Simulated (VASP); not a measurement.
Runs of VASP 6.6.1 on CdTe. The structure is that of space group Fm-3m (No. 225), or close to it. The cells are those of the table. 

```csv
task,cell,cutoff (eV),ions in elastic constants,gap on the mesh (eV),pressure (GPa)
single point,"a = 4.233 Å, angles 60.0°, 2 atoms",520,-,none,0.5
single point,"a = 4.198, b = 4.198, c = 4.240 Å, angles 59.7, 59.7, 60.7°, 2 atoms",520,-,none,1.5
single point,"a = 4.476 Å, angles 60.0°, 2 atoms",520,-,none,-6.0
single point,"a = 4.183 Å, angles 60.0°, 2 atoms",520,-,none,2.8
single point,"a = 4.211 Å, angles 60.0°, 2 atoms",520,-,none,1.5
single point,"a = 4.240 Å, angles 60.0°, 2 atoms",520,-,none,0.5
single point,"a = 4.296 Å, angles 60.0°, 2 atoms",520,-,none,(a)
```

Alike in all rows: level PBEsol; potentials or basis VASP PAW PBE potentials, release 64 (Cd, Te); no spin polarisation; k mesh 8 × 8 × 8; smearing gaussian 0.05 eV.

**Question.** Fill in the values left out.

**Answer.** (a) -1.8.

Caveats: the PAW data sets were made with another functional, which shifts forces and pressure a little; spin-orbit coupling is left out, which moves the levels of the heavy elements.

A k mesh can miss the band edges, and the runs leave out spin-orbit coupling on Cd, Te.

A gap of «none» marks levels without a gap at the run's occupations.
